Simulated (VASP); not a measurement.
# Ba (Im-3m) in VASP: notebook

Ba is run at these levels: PBE; tasks: single point, relaxation of cell and atoms.

Everything below comes from runs of VASP 6.6.1. Logs are shortened: lines on timing, memory, paths and dates and some standing lists are left out, and cuts for length are marked.

### Step 1. The cell of the first run

The structure is cubic, space group Im-3m (No. 229). Conventional cell: a = 3.668 Å, b = 3.668 Å, c = 3.668 Å, α = 90.00°, β = 90.00°, γ = 90.00°. Within 4.2 Å of Ba (site symmetry m-3m) lie 14 Ba at 3.18 to 3.67 Å.

### Step 2. Single point, PBE

INCAR reads:

```
  PREC = Accurate
  ENCUT = 500
  EDIFF = 1E-6
  ISMEAR = -1
  SIGMA = 0.1
  LREAL = F
  LASPH = T
  NELM = 120
  ALGO = Normal
  ISIF = 2
  LWAVE = F
  LCHARG = F
  GGA = PE
  NBANDS = 11
  GGA_COMPAT = F
```

KPOINTS reads:

```
Automatic mesh
0
Gamma
  12 12 12
```

POSCAR reads:

```
Ba
1.0
   -1.8341745735      1.8341745735      1.8341745735
    1.8341745735     -1.8341745735      1.8341745735
    1.8341745735      1.8341745735     -1.8341745735
Ba
1
Direct
    0.0000000000      0.0000000000      0.0000000000
```

Potentials or basis: VASP PAW PBE potentials, release 64 (Ba_sv).

The run is started by

```sh
$ cat potpaw_PBE.64/Ba_sv/POTCAR > POTCAR
$ mpirun -np 1 vasp_std > vasp.out
```

OUTCAR:

```text
PREC = Accurate
   ENCUT = 500
   EDIFF = 1E-6
   ISMEAR = -1
   LREAL = F
   LASPH = T
   NELM = 120
   ISIF = 2
   GGA = PE

 ion  position               nearest neighbor table
   1  0.000  0.000  0.000-

  LATTYP: Found a body centered cubic cell.
 ALAT       =     3.6683491470

  Lattice vectors:

 A1 = (  -1.8341745735,   1.8341745735,   1.8341745735)
 A2 = (   1.8341745735,  -1.8341745735,   1.8341745735)
 A3 = (   1.8341745735,   1.8341745735,  -1.8341745735)

Analysis of symmetry for initial positions (statically):
=====================================================================
 Subroutine PRICEL returns:
 Original cell was already a primitive cell.

 Routine SETGRP: Setting up the symmetry group for a
 body centered cubic supercell.

 Subroutine GETGRP returns: Found 48 space group operations
 (whereof 48 operations were pure point group operations)
 out of a pool of 48 trial point group operations.

The static configuration has the point symmetry O_h .

Analysis of symmetry for dynamics (positions and initial velocities):
=====================================================================
 Subroutine PRICEL returns:
 Original cell was already a primitive cell.

 Routine SETGRP: Setting up the symmetry group for a
 body centered cubic supercell.

 Subroutine GETGRP returns: Found 48 space group operations
 (whereof 48 operations were pure point group operations)
 out of a pool of 48 trial point group operations.

The dynamic configuration has the point symmetry O_h .

 Subroutine INISYM returns: Found 48 space group operations
 (whereof 48 operations are pure point group operations),
 and found     1 'primitive' translations

----------------------------------------------------------------------------------------

                                     Primitive cell

  volume of cell :      24.6821

  direct lattice vectors                    reciprocal lattice vectors
    -1.834174573  1.834174573  1.834174573     0.000000000  0.272602187  0.272602187
     1.834174573 -1.834174573  1.834174573     0.272602187  0.000000000  0.272602187
     1.834174573  1.834174573 -1.834174573     0.272602187  0.272602187  0.000000000

  length of vectors
     3.176883551  3.176883551  3.176883551     0.385517710  0.385517710  0.385517710

  position of ions in fractional coordinates (direct lattice)
     0.000000000  0.000000000  0.000000000

  ion indices of the primitive-cell ions
   primitive index   ion index
                 1           1
[... 77 lines left out ...]
   NFREE  =      0    steps in history (QN), initial steepest desc. (CG)
   ISIF   =      2    stress and relaxation
   ISYM   =      2    0-nonsym 1-usesym 2-fastsym
   POTIM  = 0.5000    time-step for ionic-motion
   TEBEG  =    0.0;   TEEND  =   0.0 temperature during run
   PSTRESS=    0.0 pullay stress
   NELECT =      10.0000    total number of electrons
   NUPDOWN=      -1.0000    fix difference up-down
   EMIN   =  10.00;   EMAX   =-10.00  energy-range for DOS
   EFERMI =   0.00;   METHOD = LEGACY
   ISMEAR =    -1;   SIGMA  =   0.10  broadening in eV -4-tet -1-fermi 0-gaus
   EFERMI_NEDOS =   21; number of points for ismear=-14 and -15
   IALGO  =     38    algorithm
   IMIX   =      4    mixing-type and parameters
     AMIX     =   0.40;   BMIX     =  1.00
     AMIX_MAG =   1.60;   BMIX_MAG =  1.00
  volume/ion in A,a.u.               =      24.68       166.56
  Fermi-wavevector in a.u.,A,eV,Ry     =   1.211381  2.289179 19.965794  1.467444
  Thomas-Fermi vector in A             =   2.346899
   LORBIT       =      0    0 simple, 1 ext, 2 COOP (PROOUT), +10 PAW based schemes
   GGA     = PE    functional components
   LHFCALC =     F    Hartree Fock is set to
   AEXX    =    0.0000 exact exchange contribution
   IVDW    =     0    specifies the selected vdW correction
   LEPSILON=     F    determine dielectric tensor
   LRPA    =     F    only Hartree local field effects (RPA)
 non-spin polarized calculation
  energy-cutoff  :      500.00
  volume of cell :       24.68
 maximum number of plane-waves:       642
   NGX = 11   NGY = 11   NGZ = 11

 number of electron      10.0000000 magnetization

 Free energy of the ion-electron system (eV)
  ---------------------------------------------------
  ext. energy  EPLUGINS =         0.00000000
  ---------------------------------------------------
  free energy    TOTEN  =         0.18026803 eV

  energy without entropy =        0.22720826  energy(sigma->0) =        0.20373814

 E-fermi :   6.7106     XC(G=0): -11.1345

 val. band max:        6.6814201515   @ k =   0.3333   0.0000   0.0000
 cond. band min:       6.7212127204   @ k =   0.3333   0.0833   0.0833
 fundamental gap:      0.0397925690
 Fermi energy:         6.7105871231

 k-point     1 :       0.0000    0.0000    0.0000
  band No.  band energies     occupation
      1     -22.8149      2.00000
      2      -4.7500      2.00000
      3      -4.7500      2.00000
      4      -4.7500      2.00000
      5       5.6870      1.99993
      6       9.1210      0.00000
      7       9.1210      0.00000
      8       9.1210      0.00000
      9      12.3438      0.00000
     10      12.3438      0.00000
     11      16.1974      0.00000
[... 309 lines left out ...]
 k-point    24 :       0.4167    0.0833    0.0833
  band No.  band energies     occupation
      1     -21.4340      2.00000
      2      -9.6632      2.00000
      3      -6.7821      2.00000
      4      -5.4655      2.00000
      5       5.5964      1.99997
      6       6.6496      1.29571
      7      13.4952      0.00000
      8      13.7023      0.00000
      9      14.5806      0.00000
     10      16.2888      0.00000
     11      19.2973      0.00000

 [... further k-points ...]

------------------------ aborting loop because EDIFF is reached ----------------------------------------

  FORCE on cell =-STRESS in cart. coord.  units (eV):
  Direction    XX          YY          ZZ          XY          YZ          ZX
  --------------------------------------------------------------------------------------
  -------------------------------------------------------------------------------------
  Total        5.4988154      5.4988154      5.4988154     -0.0000000     -0.0000000      0.0000000
  in kB      356.9420573    356.9420573    356.9420573     -0.0000000     -0.0000000      0.0000000
  external PRESSURE =     356.9420573 kB  Pullay stress =       0.0000000 kB

 VOLUME and BASIS-vectors are now :
 -----------------------------------------------------------------------------
  energy-cutoff  :      500.00
  volume of cell :       24.68
      direct lattice vectors                 reciprocal lattice vectors
    -1.834174573  1.834174573  1.834174573     0.000000000  0.272602187  0.272602187
     1.834174573 -1.834174573  1.834174573     0.272602187  0.000000000  0.272602187
     1.834174573  1.834174573 -1.834174573     0.272602187  0.272602187  0.000000000

 POSITION                                       TOTAL-FORCE (eV/Angst)
 -----------------------------------------------------------------------------------
      0.00000      0.00000      0.00000         0.000000     -0.000000      0.000000
 -----------------------------------------------------------------------------------
    total drift:                                0.000000      0.000000      0.000000

  FREE ENERGIE OF THE ION-ELECTRON SYSTEM (eV)
  ---------------------------------------------------
  free  energy   TOTEN  =         0.1802680260 eV

  energy  without entropy=        0.2272082610  energy(sigma->0) =        0.20373814
```

stdout:

```text
POSCAR found type information on POSCAR Ba
 POSCAR found :  1 types and       1 ions
 scaLAPACK will be used
 LDA part: xc-table for (Slater+PW92), standard interpolation
 POSCAR, INCAR and KPOINTS ok, starting setup
 FFT: planning ... GRIDC
 FFT: planning ... GRID_SOFT
 FFT: planning ... GRID
 WAVECAR not read
 entering main loop
```

Wall time 5.9 s (1 thread of Intel Xeon 6975P-C (Granite Rapids), shared host); peak memory 0.14 GiB.

Results:

- Free energy: 0.1803 eV
- Pressure: 35.7 GPa
- Band gap on the k mesh: zero (bands 5 and 6 overlap by 6.40 eV)

Caveat: the cell stands under pressure; spin-orbit coupling is left out, which moves the levels of the heavy elements.

### Step 3. Single point, PBE

This run uses another cell than the first one, of 28.57 Å³/atom.

INCAR reads:

```
ALGO = Normal ; EDIFF = 1E-6
ENCUT = 500 ; GGA = PE
GGA_COMPAT = False ; ISIF = 2
ISMEAR = -1 ; LASPH = True
LCHARG = False ; LREAL = False
LWAVE = False ; NBANDS = 11
NELM = 120 ; PREC = Accurate
SIGMA = 0.1
```

KPOINTS reads:

```
k-points
0
Gamma
  12 12 12
```

POSCAR reads:

```
Ba
1.0
   -1.9259216599      1.9259216599      1.9259216599
    1.9259216599     -1.9259216599      1.9259216599
    1.9259216599      1.9259216599     -1.9259216599
Ba
1
Direct
    0.0000000000      0.0000000000      0.0000000000
```

Potentials or basis: VASP PAW PBE potentials, release 64 (Ba_sv).

The run is started by

```sh
$ cat potpaw_PBE.64/Ba_sv/POTCAR > POTCAR
$ mpirun -np 1 vasp_std > vasp.out
```

Run time: 4.8 s. Hardware: 1 thread of Intel Xeon 6975P-C (Granite Rapids), shared host; peak memory 0.15 GiB.

Results (log left out):

* Free energy: -0.5155 eV
* Pressure: 22.8 GPa
* Band gap on the k mesh: zero (bands 5 and 6 overlap by 4.93 eV)

Levels at points of the mesh, in eV from the Fermi level:
```
           k point  band 2  band 3  band 4  band 5  band 6  band 7  band 8  band 9
(0.00, 0.00, 0.00)  -11.95  -11.95  -11.95   -1.84    2.37    2.37    2.37    5.23
(0.50, 0.00, 0.00)  -15.75  -13.10  -12.08   -1.93   -0.18    6.00    6.11    6.97
(0.50, 0.50, 0.50)  -14.42  -14.42  -14.42   -2.79   -2.79    9.45    9.45    9.45
```

Caveat: the cell stands under pressure; spin-orbit coupling is left out, which moves the levels of the heavy elements.

(Part 1 of 2 ends here.)
